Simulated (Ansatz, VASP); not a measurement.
## One calculation of As, two programs

INCAR

```
PREC = Accurate
ENCUT = 520
EDIFF = 1E-6
ISMEAR = 0
SIGMA = 0.02
LREAL = F
LASPH = T
NELM = 60
ALGO = Normal
ISIF = 2
LWAVE = F
LCHARG = T
LDIPOL = T
IDIPOL = 3
DIPOL = 0.5 0.5 0.500
GGA = CA
LELF = T
LVHAR = T
LVACPOTAV = T
NBANDS = 12
```

KPOINTS

```
Automatic mesh
0
Gamma
  9 9 1
```

Contents of POSCAR:

```
As
1.0
    3.4070000000      0.0000000000      0.0000000000
   -1.7035000000      2.9505485507      0.0000000000
    0.0000000000      0.0000000000     28.0000000000
As
2
Direct
    0.3333333333      0.6666666667      0.5211428571
    0.6666666667      0.3333333333      0.4788571429
```

Input for Ansatz:

```yaml
crystal:
  lattice:
    - [3.407, 0.0, 0.0]
    - [-1.7035, 2.9505485507, 0.0]
    - [0.0, 0.0, 28.0]
  atoms:
    - { symbol: As, position: [0.3333333333, 0.6666666667, 0.5211428571] }
    - { symbol: As, position: [0.6666666667, 0.3333333333, 0.4788571429] }
  periodic: [true, true, false]
basis:
  ecutwfc: 420
kpoints:
  mp_grid: { grid: [9, 9, 1] }
hamiltonian:
  xc: lda
scf:
  occupations: { method: gaussian, width: 0.02 }
output:
  forces: true
  stress: true
  eigenvalues: true
```

Alike in both runs: task single point; functional LDA; k mesh 9 × 9 × 1; occupations gaussian, width 0.02 eV; no spin polarisation.

|  | VASP | Ansatz |
| --- | --- | --- |
| version | VASP 6.6.1 | Ansatz 0.2.0 |
| potentials or method | VASP PAW LDA potentials, release 64 (As), cutoff 520 eV | scalar-relativistic, plane waves, PAW |
| valence electrons in the cell | 10 | 30 |

```tsv
	VASP	Ansatz	Ansatz less VASP
gap on the k mesh at the Fermi level (eV)	1.50	1.56	+0.060
least direct gap on the mesh (eV)	1.88	1.94	+0.053
rms of the force components (eV/Å)	2.290	2.149	-0.1407
```

LDA's correlation is that of Perdew and Zunger in VASP and of Perdew and Wang (1992) in Ansatz. Atom by atom the forces differ by 0.141 eV/Å (rms over components). VASP's potentials hold 10 valence electrons a cell and Ansatz's 30, so a difference there can come from the potentials and not from the codes.
